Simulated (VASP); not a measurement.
# TiC (Fm-3m) in VASP: notebook

The runs below take TiC through single point, with r2SCAN.

Everything below comes from runs of VASP 6.6.1. Logs are shortened: lines on timing, memory, paths and dates and some standing lists are left out, and cuts for length are marked.

### 1 The cell of the first run

It takes space group Fm-3m (No. 225, cubic). Conventional cell: a = 4.413 Å, b = 4.413 Å, c = 4.413 Å, α = 90.00°, β = 90.00°, γ = 90.00°. Within 2.9 Å of Ti (site symmetry m-3m) lie 6 C at 2.21 Å. Within 2.9 Å of C (site symmetry m-3m) lie 6 Ti at 2.21 Å.

### 2 Single point, r2SCAN (volume scaled by 1.06)

POSCAR reads:

```
TiC
1.0
    0.0000000000      2.2063465069      2.2063465069
    2.2063465069      0.0000000000      2.2063465069
    2.2063465069      2.2063465069      0.0000000000
Ti C
1 1
Direct
    0.0000000000      0.0000000000      0.0000000000
    0.5000000000      0.5000000000      0.5000000000
```

INCAR.step1 reads:

```
  PREC = Accurate
  ENCUT = 520
  ISMEAR = 0
  SIGMA = 0.1
  LREAL = False
  LASPH = True
  NELM = 60
  NBANDS = 15
  GGA = PE
  ALGO = Normal
  EDIFF = 1E-4
  LWAVE = True
  LCHARG = False
```

INCAR.step2 reads:

```
  PREC = Accurate
  ENCUT = 520
  EDIFF = 1E-6
  ISMEAR = 0
  SIGMA = 0.1
  LREAL = False
  LASPH = True
  NELM = 60
  ALGO = Normal
  ISIF = 2
  LWAVE = False
  LCHARG = False
  METAGGA = R2SCAN
  LMIXTAU = True
  NBANDS = 15
  ISTART = 1
```

KPOINTS reads:

```
regular mesh
0
Gamma
  16 16 16
```

Potentials or basis: VASP PAW PBE potentials, release 64 (Ti_sv, C).

Started as:

```console
> cat potpaw_PBE.64/Ti_sv/POTCAR potpaw_PBE.64/C/POTCAR > POTCAR
> cp INCAR.step1 INCAR
> mpirun -np 1 vasp_std > vasp.out
> cp INCAR.step2 INCAR
> mpirun -np 1 vasp_std > vasp.out
```

OUTCAR:

```text
PREC = Accurate
   ENCUT = 520
   EDIFF = 1E-6
   ISMEAR = 0
   LREAL = False
   LASPH = True
   NELM = 60
   ISIF = 2
   METAGGA = R2SCAN
   ISTART = 1

 ion  position               nearest neighbor table
   1  0.000  0.000  0.000-   2 2.21   2 2.21   2 2.21   2 2.21   2 2.21   2 2.21
   2  0.500  0.500  0.500-   1 2.21   1 2.21   1 2.21   1 2.21   1 2.21   1 2.21

  LATTYP: Found a face centered cubic cell.
 ALAT       =     4.4126930138

  Lattice vectors:

 A1 = (   0.0000000000,   2.2063465069,   2.2063465069)
 A2 = (   2.2063465069,   0.0000000000,   2.2063465069)
 A3 = (   2.2063465069,   2.2063465069,   0.0000000000)

Analysis of symmetry for initial positions (statically):
=====================================================================
 Subroutine PRICEL returns:
 Original cell was already a primitive cell.

 Routine SETGRP: Setting up the symmetry group for a
 face centered cubic supercell.

 Subroutine GETGRP returns: Found 48 space group operations
 (whereof 48 operations were pure point group operations)
 out of a pool of 48 trial point group operations.

The static configuration has the point symmetry O_h .

Analysis of symmetry for dynamics (positions and initial velocities):
=====================================================================
 Subroutine PRICEL returns:
 Original cell was already a primitive cell.

 Routine SETGRP: Setting up the symmetry group for a
 face centered cubic supercell.

 Subroutine GETGRP returns: Found 48 space group operations
 (whereof 48 operations were pure point group operations)
 out of a pool of 48 trial point group operations.

The dynamic configuration has the point symmetry O_h .

 Subroutine INISYM returns: Found 48 space group operations
 (whereof 48 operations are pure point group operations),
 and found     1 'primitive' translations

----------------------------------------------------------------------------------------

                                     Primitive cell

  volume of cell :      21.4808

  direct lattice vectors                    reciprocal lattice vectors
     0.000000000  2.206346507  2.206346507    -0.226618982  0.226618982  0.226618982
     2.206346507  0.000000000  2.206346507     0.226618982 -0.226618982  0.226618982
     2.206346507  2.206346507  0.000000000     0.226618982  0.226618982 -0.226618982

  length of vectors
     3.120245153  3.120245153  3.120245153     0.392515591  0.392515591  0.392515591

  position of ions in fractional coordinates (direct lattice)
     0.000000000  0.000000000  0.000000000
     0.500000000  0.500000000  0.500000000

  ion indices of the primitive-cell ions
   primitive index   ion index
                 1           1
                 2           2

----------------------------------------------------------------------------------------

 KPOINTS: regular mesh

Automatic generation of k-mesh.
 Grid dimensions read from file:
 generate k-points for:   16   16   16

 Generating k-lattice:

  Cartesian coordinates                     Fractional coordinates (reciprocal lattice)
    -0.014163686  0.014163686  0.014163686     0.062500000  0.000000000  0.000000000
     0.014163686 -0.014163686  0.014163686     0.000000000  0.062500000  0.000000000
     0.014163686  0.014163686 -0.014163686     0.000000000  0.000000000  0.062500000

  Length of vectors
     0.024532224  0.024532224  0.024532224

  Shift w.r.t. Gamma in fractional coordinates (k-lattice)
     0.000000000  0.000000000  0.000000000

 Subroutine IBZKPT returns following result:
 ===========================================

 Found    145 irreducible k-points:

 Following reciprocal coordinates:
            Coordinates               Weight
  0.000000  0.000000  0.000000      1.000000
  0.062500  0.000000  0.000000      8.000000
  0.125000  0.000000  0.000000      8.000000
  0.187500  0.000000  0.000000      8.000000
  0.250000  0.000000  0.000000      8.000000
  0.312500  0.000000  0.000000      8.000000
[... 16 lines left out ...]
 -0.125000  0.062500  0.000000     24.000000
 -0.062500  0.062500  0.000000     12.000000
 [... further k-points ...]
   k-points           NKPTS =    145   k-points in BZ     NKDIM =    145   number of bands    NBANDS=     15
   number of dos      NEDOS =    301   number of ions     NIONS =      2
   total plane-waves  NPLWV =  13824
   dimension x,y,z NGX =    24 NGY =   24 NGZ =   24
   dimension x,y,z NGXF=    48 NGYF=   48 NGZF=   48
   ions per type =               1   1
   NGX,Y,Z   is equivalent  to a cutoff of  12.79, 12.79, 12.79 a.u.
   NGXF,Y,Z  is equivalent  to a cutoff of  25.57, 25.57, 25.57 a.u.
 SYSTEM =  unknown system
   PREC   = accura    normal or accurate (medium, high low for compatibility)
   ISTART =      1    job   : 0-new  1-cont  2-samecut
   ICHARG =      0    charge: 1-file 2-atom 10-const
   ISPIN  =      1    spin polarized calculation?
   LNONCOLLINEAR =      F non collinear calculations
   LSORBIT =      F    spin-orbit coupling
   LASPH  =      T    aspherical Exc in radial PAW
   ENCUT  =  520.0 eV  38.22 Ry    6.18 a.u.   5.80  5.80  5.80*2*pi/ulx,y,z
   NELM   =     60;   NELMIN=  2; NELMDL=  0     # of ELM steps
   EDIFF  = 0.1E-05   stopping-criterion for ELM
   LREAL  =      F    real-space projection
   EDIFFG = 0.1E-04   stopping-criterion for IOM
   NSW    =      0    number of steps for IOM
   IBRION =     -1    ionic relax: 0-MD 1-quasi-New 2-CG
   NFREE  =      0    steps in history (QN), initial steepest desc. (CG)
   ISIF   =      2    stress and relaxation
   ISYM   =      2    0-nonsym 1-usesym 2-fastsym
   POTIM  = 0.5000    time-step for ionic-motion
   TEBEG  =    0.0;   TEEND  =   0.0 temperature during run
   PSTRESS=    0.0 pullay stress
   NELECT =      16.0000    total number of electrons
   NUPDOWN=      -1.0000    fix difference up-down
   EMIN   =  10.00;   EMAX   =-10.00  energy-range for DOS
   EFERMI =   0.00;   METHOD = LEGACY
   ISMEAR =     0;   SIGMA  =   0.10  broadening in eV -4-tet -1-fermi 0-gaus
   EFERMI_NEDOS =   21; number of points for ismear=-14 and -15
   IALGO  =     38    algorithm
   IMIX   =      4    mixing-type and parameters
     AMIX     =   0.40;   BMIX     =  1.00
     AMIX_MAG =   1.60;   BMIX_MAG =  1.00
  volume/ion in A,a.u.               =      10.74        72.48
  Fermi-wavevector in a.u.,A,eV,Ry     =   1.483990  2.804335 29.963126  2.202228
  Thomas-Fermi vector in A             =   2.597583
   LORBIT       =      0    0 simple, 1 ext, 2 COOP (PROOUT), +10 PAW based schemes
   METAGGA = R2SCAN    functional components
   LHFCALC =     F    Hartree Fock is set to
   AEXX    =    0.0000 exact exchange contribution
   IVDW    =     0    specifies the selected vdW correction
   LEPSILON=     F    determine dielectric tensor
   LRPA    =     F    only Hartree local field effects (RPA)
 non-spin polarized calculation
 Gauss-broadening in eV      SIGMA  =   0.10
  energy-cutoff  :      520.00
  volume of cell :       21.48
 maximum number of plane-waves:       604
   NGX = 11   NGY = 11   NGZ = 11

 number of electron      15.9999998 magnetization

 Free energy of the ion-electron system (eV)
  ---------------------------------------------------
  ext. energy  EPLUGINS =         0.00000000
  ---------------------------------------------------
  free energy    TOTEN  =       -24.82238411 eV

  energy without entropy =      -24.82037730  energy(sigma->0) =      -24.82138071

 E-fermi :   8.8452     XC(G=0): -13.2683

 val. band max:        8.8161476814   @ k =   0.4375   0.3750   0.0000
 cond. band min:       8.8625862093   @ k =   0.5000   0.4375   0.0000
 fundamental gap:      0.0464385279
 Fermi energy:         8.8451509863

 k-point     1 :       0.0000    0.0000    0.0000
  band No.  band energies     occupation
      1     -50.3094      2.00000
      2     -25.3115      2.00000
      3     -25.3114      2.00000
      4     -25.3114      2.00000
      5      -4.0923      2.00000
      6       9.6794      0.00000
      7       9.6794      0.00000
      8       9.6795      0.00000
      9      10.4358      0.00000
     10      10.4358      0.00000
     11      10.4419      0.00000
     12      10.4419      0.00000
     13      10.4419      0.00000
     14      19.2125      0.00000
     15      23.4542      0.00000

 k-point     2 :       0.0625    0.0000    0.0000
  band No.  band energies     occupation
      1     -50.3072      2.00000
      2     -25.3278      2.00000
      3     -25.3130      2.00000
      4     -25.3130      2.00000
      5      -4.0080      2.00000
      6       9.1750      0.00000
      7       9.3451      0.00000
      8       9.3452      0.00000
      9       9.8950      0.00000
     10       9.8950      0.00000
     11      10.7315      0.00000
     12      11.4410      0.00000
     13      11.4410      0.00000
     14      19.3897      0.00000
     15      23.4390      0.00000

 k-point     3 :       0.1250    0.0000    0.0000
  band No.  band energies     occupation
      1     -50.3010      2.00000
      2     -25.3741      2.00000
      3     -25.3173      2.00000
      4     -25.3173      2.00000
      5      -3.7595      2.00000
      6       8.2503      2.00000
      7       8.5124      2.00000
      8       8.5124      2.00000
      9      10.0342      0.00000
     10      10.0342      0.00000
     11      11.0835      0.00000
     12      12.4949      0.00000
     13      12.4949      0.00000
     14      19.8217      0.00000
     15      23.3251      0.00000
[... 343 lines left out ...]
 k-point    23 :      -0.1250    0.0625    0.0000
  band No.  band energies     occupation
      1     -50.2964      2.00000
      2     -25.4010      2.00000
      3     -25.3326      2.00000
      4     -25.3151      2.00000
      5      -3.5745      2.00000
      6       7.6959      2.00000
      7       7.9700      2.00000
      8       8.3006      2.00000
      9       9.9677      0.00000
     10      10.4109      0.00000
     11      11.3904      0.00000
     12      12.3465      0.00000
     13      13.4474      0.00000
     14      20.1135      0.00000
     15      23.2306      0.00000

 k-point    24 :      -0.0625    0.0625    0.0000
  band No.  band energies     occupation
      1     -50.3037      2.00000
      2     -25.3503      2.00000
      3     -25.3222      2.00000
      4     -25.3124      2.00000
      5      -3.8696      2.00000
      6       8.6134      1.99895
      7       8.7241      1.91322
      8       8.9044      0.40197
      9       9.7858      0.00000
     10      10.2309      0.00000
     11      11.0898      0.00000
     12      11.5703      0.00000
     13      12.4133      0.00000
     14      19.6620      0.00000
     15      23.3954      0.00000

 [... further k-points ...]
[... 5 lines left out ...]
  --------------------------------------------------------------------------------------
  -------------------------------------------------------------------------------------
  Total       -1.7122926     -1.7122926     -1.7122926      0.0000000      0.0000000      0.0000000
  in kB     -127.7136783   -127.7136783   -127.7136783      0.0000000      0.0000000      0.0000000
  external PRESSURE =    -127.7136783 kB  Pullay stress =       0.0000000 kB

 VOLUME and BASIS-vectors are now :
 -----------------------------------------------------------------------------
  energy-cutoff  :      520.00
  volume of cell :       21.48
      direct lattice vectors                 reciprocal lattice vectors
     0.000000000  2.206346507  2.206346507    -0.226618982  0.226618982  0.226618982
     2.206346507  0.000000000  2.206346507     0.226618982 -0.226618982  0.226618982
     2.206346507  2.206346507  0.000000000     0.226618982  0.226618982 -0.226618982

 POSITION                                       TOTAL-FORCE (eV/Angst)
 -----------------------------------------------------------------------------------
      0.00000      0.00000      0.00000        -0.000000      0.000000      0.000000
      2.20635      2.20635      2.20635         0.000000     -0.000000      0.000000
 -----------------------------------------------------------------------------------
    total drift:                                0.000000     -0.000000     -0.000000

  FREE ENERGIE OF THE ION-ELECTRON SYSTEM (eV)
  ---------------------------------------------------
  free  energy   TOTEN  =       -24.8223841140 eV

  energy  without entropy=      -24.8203773026  energy(sigma->0) =      -24.82138071
```

It took 2.1 min on 1 thread of AMD EPYC 9R45 (Zen 5), shared host; peak memory 0.15 GiB.

What came out:

- Free energy: -24.8224 eV
- Pressure: -12.8 GPa
- Band gap on the k mesh: zero (band 8 reaches 9.68 eV, above the bottom of band 9 at 8.40 eV)

Levels at points of the mesh, in eV from the Fermi level:
```csv
k point,band 4,band 5,band 6,band 7,band 8,band 9,band 10,band 11,band 12,band 13
"(0.00, 0.00, 0.00)",-34.16,-12.94,0.83,0.83,0.83,1.59,1.59,1.60,1.60,1.60
"(0.50, 0.00, 0.00)",-34.20,-9.69,-5.83,-2.95,-2.95,2.91,2.91,4.05,7.97,7.97
"(0.50, 0.50, 0.00)",-34.30,-10.71,-3.63,-1.35,-0.19,-0.19,2.52,3.49,3.49,5.42
```

Caveat: the PAW data sets were made with another functional, which shifts forces and pressure a little.

### 3 Single point, r2SCAN (volume scaled by 1.10)

POSCAR reads:

```
TiC
1.0
    0.0000000000      2.2337573409      2.2337573409
    2.2337573409      0.0000000000      2.2337573409
    2.2337573409      2.2337573409      0.0000000000
Ti C
1 1
Direct
    0.0000000000      0.0000000000      0.0000000000
    0.5000000000      0.5000000000      0.5000000000
```

INCAR.step1 reads:

```
PREC     = Accurate       # precision mode
ENCUT    = 520            # plane-wave cutoff, eV
ISMEAR   = 0              # smearing method
SIGMA    = 0.1            # smearing width, eV
LREAL    = False          # projectors in reciprocal space
LASPH    = True           # aspherical terms in the spheres
NELM     = 80             # most SCF steps
NBANDS   = 15             # bands
GGA      = PE             # functional
ALGO     = Normal         # electronic algorithm
EDIFF    = 1E-4           # SCF threshold, eV
LWAVE    = True           # write WAVECAR
LCHARG   = False          # write CHGCAR
```

INCAR.step2 reads:

```
PREC     = Accurate       # precision mode
ENCUT    = 520            # plane-wave cutoff, eV
EDIFF    = 1E-6           # SCF threshold, eV
ISMEAR   = 0              # smearing method
SIGMA    = 0.1            # smearing width, eV
LREAL    = False          # projectors in reciprocal space
LASPH    = True           # aspherical terms in the spheres
NELM     = 80             # most SCF steps
ALGO     = Normal         # electronic algorithm
ISIF     = 2              # what is computed and relaxed
LWAVE    = False          # write WAVECAR
LCHARG   = False          # write CHGCAR
METAGGA  = R2SCAN         # meta-GGA
LMIXTAU  = True         
NBANDS   = 15             # bands
ISTART   = 1
```

KPOINTS reads:

```
Automatic mesh
0
Gamma
  16 16 16
```

Potentials or basis: VASP PAW PBE potentials, release 64 (Ti_sv, C).

Started as:

```console
> cat potpaw_PBE.64/Ti_sv/POTCAR potpaw_PBE.64/C/POTCAR > POTCAR
> cp INCAR.step1 INCAR
> mpirun -np 1 vasp_std > vasp.out
> cp INCAR.step2 INCAR
> mpirun -np 1 vasp_std > vasp.out
```

Wall time 2.2 min (1 thread of AMD EPYC 9R45 (Zen 5), shared host); peak memory 0.15 GiB.

It converged, with:

* Free energy: -24.7396 eV
* Pressure: -19.9 GPa
* Band gap on the k mesh: zero (band 8 reaches 9.24 eV, above the bottom of band 9 at 7.99 eV)

Levels at points of the mesh, in eV from the Fermi level:
```csv
k point,band 6,band 7,band 8,band 9,band 10,band 11
"(0.00, 0.00, 0.00)",0.81,0.81,0.81,1.51,1.51,1.55
"(0.50, 0.00, 0.00)",-5.66,-2.84,-2.84,2.76,2.76,3.84
"(0.50, 0.50, 0.00)",-3.58,-1.26,-0.21,-0.21,2.38,3.31
```

Caveat: the PAW data sets were made with another functional, which shifts forces and pressure a little.

(Continued in part 2 of 2.)
